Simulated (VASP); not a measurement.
# TiO2 (I4_1/amd) in VASP: single point with PBE+D3(BJ)

Aim: the single point of TiO2 with PBE+D3(BJ).

All numbers are computed with VASP 6.6.1; they aren't measurements. Logs are shortened: lines on timing, memory, paths and dates and some standing lists are left out, and cuts for length are marked.

**1. The cell of the first run**

Symmetry: I4_1/amd, No. 141, tetragonal system. The conventional cell has a = 3.787 Å, b = 3.787 Å, c = 9.571 Å, α = 90.00°, β = 90.00°, γ = 90.00°. Ti (site symmetry -4m2) has 6 O at 1.94 to 1.99 Å within 2.6 Å. Within 2.6 Å of O (site symmetry 2mm) lie 3 Ti at 1.94 to 1.99 Å and 2 O at 2.47 Å.

**2. Single point, PBE+D3(BJ)**

INCAR

```
SYSTEM = TiO2
PREC = Accurate ; ENCUT = 520
EDIFF = 1E-6 ; ISMEAR = 0
SIGMA = 0.02 ; LREAL = .FALSE.
LASPH = .TRUE. ; NELM = 80
ALGO = Normal ; ISIF = 2
LWAVE = .FALSE. ; LCHARG = .TRUE.
GGA = PE ; IVDW = 12
LELF = .TRUE. ; LVHAR = .TRUE.
NBANDS = 33
```

KPOINTS

```
Automatic mesh
0
G
  10 10 10
  0 0 0
```

POSCAR

```
TiO2
1.0
   -1.8936835521      1.8936835521      4.7856978183
    1.8936835521     -1.8936835521      4.7856978183
    1.8936835521      1.8936835521     -4.7856978183
Ti O
2 4
Direct
    0.0000000000      0.0000000000      0.0000000000
    0.7500000000      0.2500000000      0.5000000000
    0.2081013161      0.2081013161      0.0000000000
    0.9581013161      0.4581013161      0.5000000000
    0.5418986839      0.0418986839      0.5000000000
    0.7918986839      0.7918986839      0.0000000000
```

Potentials or basis: VASP PAW PBE potentials, release 64 (Ti_sv, O).

On the command line:

```console
> cat potpaw_PBE.64/Ti_sv/POTCAR potpaw_PBE.64/O/POTCAR > POTCAR
> mpirun -np 1 vasp_std > vasp.out
```

OUTCAR:

```text
SYSTEM = TiO2
   PREC = Accurate
   ENCUT = 520
   EDIFF = 1E-6
   ISMEAR = 0
   LREAL = .FALSE.
   LASPH = .TRUE.
   NELM = 80
   ISIF = 2
   GGA = PE
   IVDW = 12
 IVDW          = 12

 ion  position               nearest neighbor table
   1  0.000  0.000  0.000-   5 1.94   4 1.94   5 1.94   4 1.94   3 1.99   6 1.99
   2  0.750  0.250  0.500-   6 1.94   3 1.94   6 1.94   3 1.94   4 1.99   5 1.99
   3  0.208  0.208  0.000-   2 1.94   2 1.94   1 1.99
   4  0.958  0.458  0.500-   1 1.94   1 1.94   2 1.99
   5  0.542  0.042  0.500-   1 1.94   1 1.94   2 1.99
   6  0.792  0.792  0.000-   2 1.94   2 1.94   1 1.99

  LATTYP: Found a body centered tetragonal cell.
 ALAT       =     3.7873671042
 C/A-ratio  =     2.5271898322

  Lattice vectors:

 A1 = (  -1.8936835521,   1.8936835521,   4.7856978183)
 A2 = (   1.8936835521,  -1.8936835521,   4.7856978183)
 A3 = (   1.8936835521,   1.8936835521,  -4.7856978183)

Analysis of symmetry for initial positions (statically):
=====================================================================
 Subroutine PRICEL returns:
 Original cell was already a primitive cell.

 Routine SETGRP: Setting up the symmetry group for a
 body centered tetragonal supercell.

 Subroutine GETGRP returns: Found 16 space group operations
 (whereof  8 operations were pure point group operations)
 out of a pool of 16 trial point group operations.

The static configuration has the point symmetry D_2d.
 The point group associated with its full space group is D_4h.

Analysis of symmetry for dynamics (positions and initial velocities):
=====================================================================
 Subroutine PRICEL returns:
 Original cell was already a primitive cell.

 Routine SETGRP: Setting up the symmetry group for a
 body centered tetragonal supercell.

 Subroutine GETGRP returns: Found 16 space group operations
 (whereof  8 operations were pure point group operations)
 out of a pool of 16 trial point group operations.

The dynamic configuration has the point symmetry D_2d.
 The point group associated with its full space group is D_4h.

 Subroutine INISYM returns: Found 16 space group operations
 (whereof  8 operations are pure point group operations),
 and found     1 'primitive' translations

----------------------------------------------------------------------------------------

                                     Primitive cell

  volume of cell :      68.6468

  direct lattice vectors                    reciprocal lattice vectors
    -1.893683552  1.893683552  4.785697818     0.000000000  0.264035667  0.104477971
     1.893683552 -1.893683552  4.785697818     0.264035667  0.000000000  0.104477971
     1.893683552  1.893683552 -4.785697818     0.264035667  0.264035667  0.000000000

  length of vectors
     5.484065864  5.484065864  5.484065864     0.283955067  0.283955067  0.373402821

  position of ions in fractional coordinates (direct lattice)
     0.000000000  0.000000000  0.000000000
     0.750000000  0.250000000  0.500000000
     0.208101316  0.208101316  0.000000000
     0.958101316  0.458101316  0.500000000
     0.541898684  0.041898684  0.500000000
     0.791898684  0.791898684  0.000000000

  ion indices of the primitive-cell ions
   primitive index   ion index
                 1           1
                 2           2
                 3           3
                 4           4
                 5           5
                 6           6

----------------------------------------------------------------------------------------

 KPOINTS: Automatic mesh

Automatic generation of k-mesh.
 Grid dimensions read from file:
 generate k-points for:   10   10   10

 Generating k-lattice:

  Cartesian coordinates                     Fractional coordinates (reciprocal lattice)
     0.000000000  0.026403567  0.010447797     0.100000000 -0.000000000  0.000000000
     0.026403567  0.000000000  0.010447797    -0.000000000  0.100000000  0.000000000
     0.026403567  0.026403567  0.000000000     0.000000000  0.000000000  0.100000000

  Length of vectors
     0.028395507  0.028395507  0.037340282

  Shift w.r.t. Gamma in fractional coordinates (k-lattice)
     0.000000000  0.000000000  0.000000000

 Subroutine IBZKPT returns following result:
 ===========================================

 Found    102 irreducible k-points:

 Following reciprocal coordinates:
            Coordinates               Weight
  0.000000  0.000000  0.000000      1.000000
  0.100000  0.000000 -0.000000      8.000000
  0.200000  0.000000 -0.000000      8.000000
  0.300000  0.000000  0.000000      8.000000
  0.400000  0.000000 -0.000000      8.000000
  0.500000  0.000000 -0.000000      4.000000
[... 16 lines left out ...]
  0.300000  0.300000 -0.000000      8.000000
  0.400000  0.300000  0.000000     16.000000
 [... further k-points ...]
   k-points           NKPTS =    102   k-points in BZ     NKDIM =    102   number of bands    NBANDS=     33
   number of dos      NEDOS =    301   number of ions     NIONS =      6
   total plane-waves  NPLWV =  74088
   dimension x,y,z NGX =    42 NGY =   42 NGZ =   42
   dimension x,y,z NGXF=    84 NGYF=   84 NGZF=   84
   ions per type =               2   4
   NGX,Y,Z   is equivalent  to a cutoff of  12.73, 12.73, 12.73 a.u.
   NGXF,Y,Z  is equivalent  to a cutoff of  25.46, 25.46, 25.46 a.u.
 SYSTEM =  TiO2
   PREC   = accura    normal or accurate (medium, high low for compatibility)
   ISTART =      0    job   : 0-new  1-cont  2-samecut
   ICHARG =      2    charge: 1-file 2-atom 10-const
   ISPIN  =      1    spin polarized calculation?
   LNONCOLLINEAR =      F non collinear calculations
   LSORBIT =      F    spin-orbit coupling
   LASPH  =      T    aspherical Exc in radial PAW
   ENCUT  =  520.0 eV  38.22 Ry    6.18 a.u.  10.20 10.20 10.20*2*pi/ulx,y,z
   NELM   =     80;   NELMIN=  2; NELMDL= -5     # of ELM steps
   EDIFF  = 0.1E-05   stopping-criterion for ELM
   LREAL  =      F    real-space projection
   EDIFFG = 0.1E-04   stopping-criterion for IOM
   NSW    =      0    number of steps for IOM
   IBRION =     -1    ionic relax: 0-MD 1-quasi-New 2-CG
   NFREE  =      0    steps in history (QN), initial steepest desc. (CG)
   ISIF   =      2    stress and relaxation
   ISYM   =      2    0-nonsym 1-usesym 2-fastsym
   POTIM  = 0.5000    time-step for ionic-motion
   TEBEG  =    0.0;   TEEND  =   0.0 temperature during run
   PSTRESS=    0.0 pullay stress
   NELECT =      48.0000    total number of electrons
   NUPDOWN=      -1.0000    fix difference up-down
   EMIN   =  10.00;   EMAX   =-10.00  energy-range for DOS
   EFERMI =   0.00;   METHOD = LEGACY
   ISMEAR =     0;   SIGMA  =   0.02  broadening in eV -4-tet -1-fermi 0-gaus
   EFERMI_NEDOS =   21; number of points for ismear=-14 and -15
   IALGO  =     38    algorithm
   IMIX   =      4    mixing-type and parameters
     AMIX     =   0.40;   BMIX     =  1.00
     AMIX_MAG =   1.60;   BMIX_MAG =  1.00
  volume/ion in A,a.u.               =      11.44        77.21
  Fermi-wavevector in a.u.,A,eV,Ry     =   1.453054  2.745875 28.726895  2.111367
  Thomas-Fermi vector in A             =   2.570365
   LORBIT       =      0    0 simple, 1 ext, 2 COOP (PROOUT), +10 PAW based schemes
   GGA     = PE    functional components
   LHFCALC =     F    Hartree Fock is set to
   AEXX    =    0.0000 exact exchange contribution
   IVDW    =    12    specifies the selected vdW correction
   LEPSILON=     F    determine dielectric tensor
   LRPA    =     F    only Hartree local field effects (RPA)
 non-spin polarized calculation
 Gauss-broadening in eV      SIGMA  =   0.02
  energy-cutoff  :      520.00
  volume of cell :       68.65
 maximum number of plane-waves:      1864
 NGX is ok and might be reduce to    42
   NGX = 21   NGY = 21   NGZ = 21

 number of electron      47.9999990 magnetization

 Free energy of the ion-electron system (eV)
  ---------------------------------------------------
  ext. energy  EPLUGINS =         0.00000000
  ---------------------------------------------------
  free energy    TOTEN  =       -53.84379885 eV

  energy without entropy =      -53.84379885  energy(sigma->0) =      -53.84379885

 E-fermi :   3.4892     XC(G=0): -10.6985

 val. band max:        3.3334517915   @ k =  -0.4000   0.4000   0.0000
 cond. band min:       5.4317431423   @ k =   0.0000   0.0000   0.0000
 fundamental gap:      2.0982913508
 Fermi energy:         3.4892165507

 k-point     1 :       0.0000    0.0000    0.0000
  band No.  band energies     occupation
      1     -53.0892      2.00000
      2     -53.0318      2.00000
      3     -29.5417      2.00000
      4     -29.3100      2.00000
      5     -29.3100      2.00000
      6     -29.2417      2.00000
[... 25 lines left out ...]
     32       8.5482      0.00000
     33       8.6004      0.00000

 k-point     2 :       0.1000    0.0000   -0.0000
  band No.  band energies     occupation
      1     -53.0880      2.00000
      2     -53.0326      2.00000
      3     -29.5390      2.00000
      4     -29.3227      2.00000
      5     -29.3110      2.00000
      6     -29.2470      2.00000
[... 25 lines left out ...]
     32       8.6385      0.00000
     33       8.8929      0.00000

 k-point     3 :       0.2000    0.0000   -0.0000
  band No.  band energies     occupation
      1     -53.0845      2.00000
      2     -53.0350      2.00000
      3     -29.5320      2.00000
      4     -29.3545      2.00000
      5     -29.3132      2.00000
      6     -29.2594      2.00000
[... 25 lines left out ...]
     32       8.9799      0.00000
     33       9.3336      0.00000

 k-point     4 :       0.3000    0.0000    0.0000
  band No.  band energies     occupation
      1     -53.0796      2.00000
      2     -53.0386      2.00000
      3     -29.5237      2.00000
      4     -29.3928      2.00000
      5     -29.3156      2.00000
      6     -29.2712      2.00000
[... 673 lines left out ...]
     32       9.7445      0.00000
     33       9.8540      0.00000

 k-point    23 :       0.3000    0.3000   -0.0000
  band No.  band energies     occupation
      1     -53.0676      2.00000
      2     -53.0477      2.00000
      3     -29.4981      2.00000
      4     -29.4428      2.00000
      5     -29.3542      2.00000
      6     -29.3093      2.00000
[... 25 lines left out ...]
     32       9.7538      0.00000
     33      10.5574      0.00000

 k-point    24 :       0.4000    0.3000    0.0000
  band No.  band energies     occupation
      1     -53.0639      2.00000
      2     -53.0502      2.00000
      3     -29.5012      2.00000
      4     -29.4636      2.00000
      5     -29.3561      2.00000
      6     -29.3249      2.00000
[... 25 lines left out ...]
     32       9.7627      0.00000
     33      10.6433      0.00000

 [... further k-points ...]

------------------------ aborting loop because EDIFF is reached ----------------------------------------

 Edisp (eV)   -1.34449

 E8    (eV) :    -0.5342

  FORCE on cell =-STRESS in cart. coord.  units (eV):
  Direction    XX          YY          ZZ          XY          YZ          ZX
  --------------------------------------------------------------------------------------
  -------------------------------------------------------------------------------------
  Total       0.29512     0.29512     0.32332     0.00000     0.00000     0.00000
  in kB       6.88798     6.88798     7.54614     0.00000     0.00000     0.00000
  external pressure =        7.11 kB  Pullay stress =        0.00 kB

 VOLUME and BASIS-vectors are now :
 -----------------------------------------------------------------------------
  energy-cutoff  :      520.00
  volume of cell :       68.65
      direct lattice vectors                 reciprocal lattice vectors
    -1.893683552  1.893683552  4.785697818     0.000000000  0.264035667  0.104477971
     1.893683552 -1.893683552  4.785697818     0.264035667  0.000000000  0.104477971
     1.893683552  1.893683552 -4.785697818     0.264035667  0.264035667  0.000000000

 POSITION                                       TOTAL-FORCE (eV/Angst)
 -----------------------------------------------------------------------------------
      0.00000      0.00000      0.00000         0.000000      0.000000     -0.000000
     -0.00000      1.89368      2.39285         0.000000      0.000000     -0.000000
      0.00000      0.00000      1.99182         0.000000      0.000000      0.020504
     -0.00000      1.89368      4.38467        -0.000000     -0.000000      0.020504
      0.00000      1.89368      0.40103        -0.000000     -0.000000     -0.020504
      0.00000      0.00000      7.57958         0.000000      0.000000     -0.020504
 -----------------------------------------------------------------------------------
    total drift:                                0.000000      0.000000      0.000000

  FREE ENERGIE OF THE ION-ELECTRON SYSTEM (eV)
  ---------------------------------------------------
  free  energy   TOTEN  =       -55.1882933482 eV

  energy  without entropy=      -55.1882933482  energy(sigma->0) =      -55.18829335
```

It took 7.2 min on 1 thread of AMD EPYC 7R13 (Zen 3), shared host; peak memory 0.35 GiB.

Results:

```yaml
Free_energy: -55.1883 eV
Pressure: 0.7 GPa
Largest_force: 0.021 eV/Å
Band_gap_on_the_k_mesh: 2.10 eV (least direct gap 2.43 eV)
Dispersion_energy_per_atom: -0.224 eV
```

Forces in eV/Å, atoms in the order of the input:
```
Ti   0.000  0.000  0.000
Ti   0.000  0.000  0.000
O    0.000  0.000  0.021
O    0.000  0.000  0.021
O    0.000  0.000 -0.021
O    0.000  0.000 -0.021
```

A k mesh can miss the band edges.
